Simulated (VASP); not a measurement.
# SiO2 (P4_2nm) in VASP: further runs

Runs on SiO2. Level: PBE. Tasks: single point.

Program: VASP 6.6.1. These are calculated values, not measurements. Logs are shortened: lines on timing, memory, paths and dates and some standing lists are left out, and cuts for length are marked.

## Step 1: The cell of the first run

It takes space group P4_2nm (No. 102, tetragonal). Conventional cell: a = 4.236 Å, b = 4.236 Å, c = 2.690 Å, α = 90.00°, β = 90.00°, γ = 90.00°. Within 2.3 Å of Si (site symmetry 2mm) lie 6 O at 1.70 to 1.85 Å. Within 2.4 Å of O (site symmetry m) lie 3 Si at 1.70 to 1.85 Å and 1 O at 2.31 Å.

## Step 2: Single point, PBE

Input file INCAR:

```
  PREC = Accurate
  ENCUT = 520
  EDIFF = 1E-6
  ISMEAR = 0
  SIGMA = 0.05
  LREAL = False
  LASPH = True
  NELM = 80
  ALGO = Normal
  ISIF = 2
  LWAVE = False
  LCHARG = True
  GGA = PE
  LELF = True
  LVHAR = True
  NBANDS = 25
```

Input file KPOINTS:

```
regular mesh
0
Gamma
  6 6 8
```

Input file POSCAR:

```
SiO2
1.0
    4.2361165246      0.0000000000      0.0000000000
    0.0000000000      4.2361165246      0.0000000000
    0.0000000000      0.0000000000      2.6904781099
Si O
2 4
Direct
    0.5000000000      0.5000000000      0.5371681151
    0.0000000000      0.0000000000      0.0371681151
    0.6930152168      0.6930152168      0.0000000000
    0.1930152168      0.8069847832      0.5000000000
    0.3069847832      0.3069847832      0.0000000000
    0.8069847832      0.1930152168      0.5000000000
```

Potentials or basis: VASP PAW PBE potentials, release 64 (Si, O).

The run is started by

```
$ cat potpaw_PBE.64/Si/POTCAR potpaw_PBE.64/O/POTCAR > POTCAR
$ mpirun -np 1 vasp_std > vasp.out
```

OUTCAR:

```text
PREC = Accurate
   ENCUT = 520
   EDIFF = 1E-6
   ISMEAR = 0
   LREAL = False
   LASPH = True
   NELM = 80
   ISIF = 2
   GGA = PE

 ion  position               nearest neighbor table
   1  0.500  0.500  0.537-   3 1.70   5 1.70   4 1.84   6 1.84   3 1.85   5 1.85
   2  0.000  0.000  0.037-   4 1.70   6 1.70   5 1.84   3 1.84   4 1.85   6 1.85
   3  0.693  0.693  0.000-   1 1.70   2 1.84   1 1.85
   4  0.193  0.807  0.500-   2 1.70   1 1.84   2 1.85
   5  0.307  0.307  0.000-   1 1.70   2 1.84   1 1.85
   6  0.807  0.193  0.500-   2 1.70   1 1.84   2 1.85

  LATTYP: Found a simple tetragonal cell.
 ALAT       =     4.2361165246
 C/A-ratio  =     0.6351284471

  Lattice vectors:

 A1 = (   4.2361165246,   0.0000000000,   0.0000000000)
 A2 = (   0.0000000000,   4.2361165246,   0.0000000000)
 A3 = (   0.0000000000,   0.0000000000,   2.6904781099)

Analysis of symmetry for initial positions (statically):
=====================================================================
 Subroutine PRICEL returns:
 Original cell was already a primitive cell.

 Routine SETGRP: Setting up the symmetry group for a
 simple tetragonal supercell.

 Subroutine GETGRP returns: Found  8 space group operations
 (whereof  4 operations were pure point group operations)
 out of a pool of 16 trial point group operations.

The static configuration has the point symmetry C_2v.
 The point group associated with its full space group is C_4v.

Analysis of symmetry for dynamics (positions and initial velocities):
=====================================================================
 Subroutine PRICEL returns:
 Original cell was already a primitive cell.

 Routine SETGRP: Setting up the symmetry group for a
 simple tetragonal supercell.

 Subroutine GETGRP returns: Found  8 space group operations
 (whereof  4 operations were pure point group operations)
 out of a pool of 16 trial point group operations.

The dynamic configuration has the point symmetry C_2v.
 The point group associated with its full space group is C_4v.

 Subroutine INISYM returns: Found  8 space group operations
 (whereof  4 operations are pure point group operations),
 and found     1 'primitive' translations

----------------------------------------------------------------------------------------

                                     Primitive cell

  volume of cell :      48.2798

  direct lattice vectors                    reciprocal lattice vectors
     4.236116525  0.000000000  0.000000000     0.236065272  0.000000000  0.000000000
     0.000000000  4.236116525  0.000000000     0.000000000  0.236065272  0.000000000
     0.000000000  0.000000000  2.690478110     0.000000000  0.000000000  0.371681151

  length of vectors
     4.236116525  4.236116525  2.690478110     0.236065272  0.236065272  0.371681151

  position of ions in fractional coordinates (direct lattice)
     0.500000000  0.500000000  0.537168115
     0.000000000  0.000000000  0.037168115
     0.693015217  0.693015217  0.000000000
     0.193015217  0.806984783  0.500000000
     0.306984783  0.306984783  0.000000000
     0.806984783  0.193015217  0.500000000

  ion indices of the primitive-cell ions
   primitive index   ion index
                 1           1
                 2           2
                 3           3
                 4           4
                 5           5
                 6           6

----------------------------------------------------------------------------------------

 KPOINTS: regular mesh

Automatic generation of k-mesh.
 Grid dimensions read from file:
 generate k-points for:    6    6    8

 Generating k-lattice:

  Cartesian coordinates                     Fractional coordinates (reciprocal lattice)
     0.039344212  0.000000000  0.000000000     0.166666667  0.000000000  0.000000000
     0.000000000  0.039344212  0.000000000     0.000000000  0.166666667  0.000000000
     0.000000000  0.000000000  0.046460144     0.000000000  0.000000000  0.125000000

  Length of vectors
     0.039344212  0.039344212  0.046460144

  Shift w.r.t. Gamma in fractional coordinates (k-lattice)
     0.000000000  0.000000000  0.000000000

 Subroutine IBZKPT returns following result:
 ===========================================

 Found     50 irreducible k-points:

 Following reciprocal coordinates:
            Coordinates               Weight
  0.000000  0.000000  0.000000      1.000000
  0.166667  0.000000  0.000000      4.000000
  0.333333  0.000000  0.000000      4.000000
  0.500000  0.000000  0.000000      2.000000
  0.166667  0.166667  0.000000      4.000000
  0.333333  0.166667  0.000000      8.000000
[... 16 lines left out ...]
  0.333333  0.000000  0.250000      8.000000
  0.500000  0.000000  0.250000      4.000000
 [... further k-points ...]
   k-points           NKPTS =     50   k-points in BZ     NKDIM =     50   number of bands    NBANDS=     25
   number of dos      NEDOS =    301   number of ions     NIONS =      6
   total plane-waves  NPLWV =  20480
   dimension x,y,z NGX =    32 NGY =   32 NGZ =   20
   dimension x,y,z NGXF=    64 NGYF=   64 NGZF=   40
   ions per type =               2   4
   NGX,Y,Z   is equivalent  to a cutoff of  12.56, 12.56, 12.36 a.u.
   NGXF,Y,Z  is equivalent  to a cutoff of  25.12, 25.12, 24.72 a.u.
 SYSTEM =  unknown system
   PREC   = accura    normal or accurate (medium, high low for compatibility)
   ISTART =      0    job   : 0-new  1-cont  2-samecut
   ICHARG =      2    charge: 1-file 2-atom 10-const
   ISPIN  =      1    spin polarized calculation?
   LNONCOLLINEAR =      F non collinear calculations
   LSORBIT =      F    spin-orbit coupling
   LASPH  =      T    aspherical Exc in radial PAW
   ENCUT  =  520.0 eV  38.22 Ry    6.18 a.u.   7.88  7.88  5.00*2*pi/ulx,y,z
   NELM   =     80;   NELMIN=  2; NELMDL= -5     # of ELM steps
   EDIFF  = 0.1E-05   stopping-criterion for ELM
   LREAL  =      F    real-space projection
   EDIFFG = 0.1E-04   stopping-criterion for IOM
   NSW    =      0    number of steps for IOM
   IBRION =     -1    ionic relax: 0-MD 1-quasi-New 2-CG
   NFREE  =      0    steps in history (QN), initial steepest desc. (CG)
   ISIF   =      2    stress and relaxation
   ISYM   =      2    0-nonsym 1-usesym 2-fastsym
   POTIM  = 0.5000    time-step for ionic-motion
   TEBEG  =    0.0;   TEEND  =   0.0 temperature during run
   PSTRESS=    0.0 pullay stress
   NELECT =      32.0000    total number of electrons
   NUPDOWN=      -1.0000    fix difference up-down
   EMIN   =  10.00;   EMAX   =-10.00  energy-range for DOS
   EFERMI =   0.00;   METHOD = LEGACY
   ISMEAR =     0;   SIGMA  =   0.05  broadening in eV -4-tet -1-fermi 0-gaus
   EFERMI_NEDOS =   21; number of points for ismear=-14 and -15
   IALGO  =     38    algorithm
   IMIX   =      4    mixing-type and parameters
     AMIX     =   0.40;   BMIX     =  1.00
     AMIX_MAG =   1.60;   BMIX_MAG =  1.00
  volume/ion in A,a.u.               =       8.05        54.30
  Fermi-wavevector in a.u.,A,eV,Ry     =   1.427369  2.697337 27.720287  2.037384
  Thomas-Fermi vector in A             =   2.547546
   LORBIT       =      0    0 simple, 1 ext, 2 COOP (PROOUT), +10 PAW based schemes
   GGA     = PE    functional components
   LHFCALC =     F    Hartree Fock is set to
   AEXX    =    0.0000 exact exchange contribution
   IVDW    =     0    specifies the selected vdW correction
   LEPSILON=     F    determine dielectric tensor
   LRPA    =     F    only Hartree local field effects (RPA)
 non-spin polarized calculation
 Gauss-broadening in eV      SIGMA  =   0.05
  energy-cutoff  :      520.00
  volume of cell :       48.28
 maximum number of plane-waves:      1336
 NGX is ok and might be reduce to    32
   NGX = 15   NGY = 15   NGZ = 11

 number of electron      31.9999990 magnetization

 Free energy of the ion-electron system (eV)
  ---------------------------------------------------
  ext. energy  EPLUGINS =         0.00000000
  ---------------------------------------------------
  free energy    TOTEN  =       -46.09479470 eV

  energy without entropy =      -46.09479470  energy(sigma->0) =      -46.09479470

 E-fermi :   7.9148     XC(G=0): -12.0753

 val. band max:        7.7035597365   @ k =   0.0000   0.0000   0.0000
 cond. band min:      12.6685266646   @ k =   0.0000   0.0000   0.0000
 fundamental gap:      4.9649669281
 Fermi energy:         7.9147786316

 k-point     1 :       0.0000    0.0000    0.0000
  band No.  band energies     occupation
      1     -14.5008      2.00000
      2     -11.0508      2.00000
      3     -11.0508      2.00000
      4     -10.9068      2.00000
      5      -2.8656      2.00000
      6       1.4357      2.00000
[... 17 lines left out ...]
     24      21.3713      0.00000
     25      22.9066      0.00000

 k-point     2 :       0.1667    0.0000    0.0000
  band No.  band energies     occupation
      1     -14.3630      2.00000
      2     -11.7000      2.00000
      3     -10.9836      2.00000
      4     -10.5412      2.00000
      5      -2.6743      2.00000
      6       0.7176      2.00000
[... 17 lines left out ...]
     24      20.9804      0.00000
     25      22.7265      0.00000

 k-point     3 :       0.3333    0.0000    0.0000
  band No.  band energies     occupation
      1     -13.9600      2.00000
      2     -12.5353      2.00000
      3     -10.8040      2.00000
      4     -10.4446      2.00000
      5      -2.1474      2.00000
      6      -0.3703      2.00000
[... 17 lines left out ...]
     24      21.4388      0.00000
     25      22.0549      0.00000

 k-point     4 :       0.5000    0.0000    0.0000
  band No.  band energies     occupation
      1     -13.3278      2.00000
      2     -13.3278      2.00000
      3     -10.5833      2.00000
      4     -10.5833      2.00000
      5      -1.3602      2.00000
      6      -1.3602      2.00000
[... 17 lines left out ...]
     24      21.0847      0.00000
     25      22.4609      0.00000

 k-point     5 :       0.1667    0.1667    0.0000
  band No.  band energies     occupation
      1     -14.2288      2.00000
      2     -11.8836      2.00000
      3     -11.1343      2.00000
      4     -10.4431      2.00000
      5      -2.4604      2.00000
      6       0.6180      2.00000
[... 17 lines left out ...]
     24      20.7044      0.00000
     25      22.6730      0.00000

 k-point     6 :       0.3333    0.1667    0.0000
  band No.  band energies     occupation
      1     -13.8389      2.00000
      2     -12.5106      2.00000
      3     -11.0319      2.00000
      4     -10.5090      2.00000
      5      -1.8890      2.00000
      6      -0.1608      2.00000
[... 17 lines left out ...]
     24      21.2122      0.00000
     25      22.1511      0.00000
[... 393 lines left out ...]
 k-point    21 :       0.0000    0.0000    0.2500
  band No.  band energies     occupation
      1     -13.7292      2.00000
      2     -10.9047      2.00000
      3     -10.6918      2.00000
      4     -10.6918      2.00000
      5      -2.6355      2.00000
      6       1.1560      2.00000
[... 17 lines left out ...]
     24      21.3110      0.00000
     25      21.6578      0.00000

 k-point    22 :       0.1667    0.0000    0.2500
  band No.  band energies     occupation
      1     -13.6043      2.00000
      2     -11.3453      2.00000
      3     -10.6512      2.00000
      4     -10.4754      2.00000
      5      -2.3780      2.00000
      6       0.6753      2.00000
[... 17 lines left out ...]
     24      21.2192      0.00000
     25      21.7744      0.00000

 k-point    23 :       0.3333    0.0000    0.2500
  band No.  band energies     occupation
      1     -13.2424      2.00000
      2     -12.0122      2.00000
      3     -10.5482      2.00000
      4     -10.3847      2.00000
      5      -1.6983      2.00000
      6       0.0623      2.00000
[... 17 lines left out ...]
     24      20.5122      0.00000
     25      21.4190      0.00000

 k-point    24 :       0.5000    0.0000    0.2500
  band No.  band energies     occupation
      1     -12.6854      2.00000
      2     -12.6854      2.00000
      3     -10.4347      2.00000
      4     -10.4347      2.00000
      5      -0.8031      2.00000
      6      -0.8031      2.00000
[... 17 lines left out ...]
     24      20.5758      0.00000
     25      21.2933      0.00000

 [... further k-points ...]

------------------------ aborting loop because EDIFF is reached ----------------------------------------

  FORCE on cell =-STRESS in cart. coord.  units (eV):
  Direction    XX          YY          ZZ          XY          YZ          ZX
  --------------------------------------------------------------------------------------
  -------------------------------------------------------------------------------------
  Total        0.6131286      0.6131286      1.2437074     -0.0000000      0.0000000      0.0000000
  in kB       20.3468364     20.3468364     41.2727631     -0.0000000      0.0000000      0.0000000
  external PRESSURE =      27.3221453 kB  Pullay stress =       0.0000000 kB

 VOLUME and BASIS-vectors are now :
 -----------------------------------------------------------------------------
  energy-cutoff  :      520.00
  volume of cell :       48.28
      direct lattice vectors                 reciprocal lattice vectors
     4.236116525  0.000000000  0.000000000     0.236065272  0.000000000  0.000000000
     0.000000000  4.236116525  0.000000000     0.000000000  0.236065272  0.000000000
     0.000000000  0.000000000  2.690478110     0.000000000  0.000000000  0.371681151

 POSITION                                       TOTAL-FORCE (eV/Angst)
 -----------------------------------------------------------------------------------
      2.11806      2.11806      1.44524        -0.000000     -0.000000     -2.235817
      0.00000      0.00000      0.10000        -0.000000     -0.000000     -2.235817
      2.93569      2.93569      0.00000         0.238810      0.238810      1.117909
      0.81763      3.41848      1.34524         0.238810     -0.238810      1.117909
      1.30042      1.30042      0.00000        -0.238810     -0.238810      1.117909
      3.41848      0.81763      1.34524        -0.238810      0.238810      1.117909
 -----------------------------------------------------------------------------------
    total drift:                               -0.000000      0.000000      0.000213

  FREE ENERGIE OF THE ION-ELECTRON SYSTEM (eV)
  ---------------------------------------------------
  free  energy   TOTEN  =       -46.0947946963 eV

  energy  without entropy=      -46.0947946963  energy(sigma->0) =      -46.09479470
```

Run time: 51 s. Hardware: 1 thread of Intel Xeon 8259CL, shared host; peak memory 0.18 GiB.

Results:

| Property | Result |
| --- | --- |
| Free energy | -46.0948 eV |
| Pressure | 2.7 GPa |
| Largest force | 2.236 eV/Å |
| Band gap on the k mesh | 4.96 eV |

Forces in eV/Å, atoms in the order of the input:
```
Si   0.000  0.000 -2.236
Si   0.000  0.000 -2.236
O    0.239  0.239  1.118
O    0.239 -0.239  1.118
O   -0.239 -0.239  1.118
O   -0.239  0.239  1.118
```

Stress tensor (GPa, compression positive):
```
2.03 0.00 0.00
0.00 2.03 0.00
0.00 0.00 4.13
```

Caveat: the cell differs from its parent crystal (all Si atoms moved -0.100 Å, as atom 1 towards its neighbour atom 1 (Si) at 2.690 Å); forces of over 1 eV/Å act on the atoms, so gaps and moduli don't describe the material at rest. A k mesh can miss the band edges.

[end of part 1 of 2]
